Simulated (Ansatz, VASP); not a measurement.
# Ir in VASP and in Ansatz

Contents of INCAR:

```
SYSTEM = Ir
PREC     = Accurate       ! precision mode
ENCUT    = 520            ! plane-wave cutoff, eV
EDIFF    = 1E-6           ! SCF threshold, eV
ISMEAR   = -1             ! smearing method
SIGMA    = 0.08           ! smearing width, eV
LREAL    = .False.        ! projectors in reciprocal space
LASPH    = .True.         ! aspherical terms in the spheres
NELM     = 60             ! most SCF steps
ALGO     = Normal         ! electronic algorithm
ISIF     = 2              ! what is computed and relaxed
LWAVE    = .False.        ! write WAVECAR
LCHARG   = .False.        ! write CHGCAR
GGA      = PS             ! functional
NBANDS   = 10             ! bands
```

The input KPOINTS:

```
Automatic mesh
0
Gamma
  19 19 19
  0 0 0
```

POSCAR

```
Ir
1.0
    0.0000000000      1.6508647808      1.6508647808
    1.6508647808      0.0000000000      1.6508647808
    1.6508647808      1.6508647808      0.0000000000
Ir
1
Direct
    0.0000000000      0.0000000000      0.0000000000
```

Input for Ansatz:

```yaml
crystal:
  lattice:
    - [0.0, 1.6508647808, 1.6508647808]
    - [1.6508647808, 0.0, 1.6508647808]
    - [1.6508647808, 1.6508647808, 0.0]
  atoms:
    - { symbol: Ir, position: [0.0, 0.0, 0.0] }
kpoints:
  mp_grid: { grid: [19, 19, 19] }
scf:
  occupations: { method: fermi_dirac, width: 0.08 }
hamiltonian:
  xc: pbesol
  pseudopotentials: { kind: paw }
output:
  forces: true
  stress: true
  eigenvalues: true
  populations: true
  write_density: true
  write_potential: true
  elf: true
  volumetric_format: npy
```

Change from the starting cell: volume scaled by 0.64, PAW files.

Alike in both runs: task single point; functional PBEsol; k mesh 19 × 19 × 19; occupations fermi-dirac, width 0.08 eV; no spin polarisation.

```csv
,VASP,Ansatz
version,VASP 6.6.1,Ansatz 0.2.0
potentials or method,"VASP PAW PBE potentials, release 64 (Ir)","PAW with Ansatz's default frozen-core files, scalar-relativistic"
plane-wave cutoff (eV),520,420
valence electrons in the cell,9,17
```

|  | VASP | Ansatz | Ansatz less VASP |
| --- | --- | --- | --- |
| pressure (GPa) | 518.9 | 505.3 | -13.63 |

VASP's potentials were made for PBE, not for PBEsol. Both programs put the cell under a high pressure, so it lies far from rest at this level. The functional is the same, so the differences come from potentials, cutoffs and numerics. VASP's potentials hold 9 valence electrons a cell and Ansatz's 17, so a difference there can come from the potentials and not from the codes.

Neither program's run includes spin-orbit coupling. Noted on VASP's run: the cell as given lies far from equilibrium.
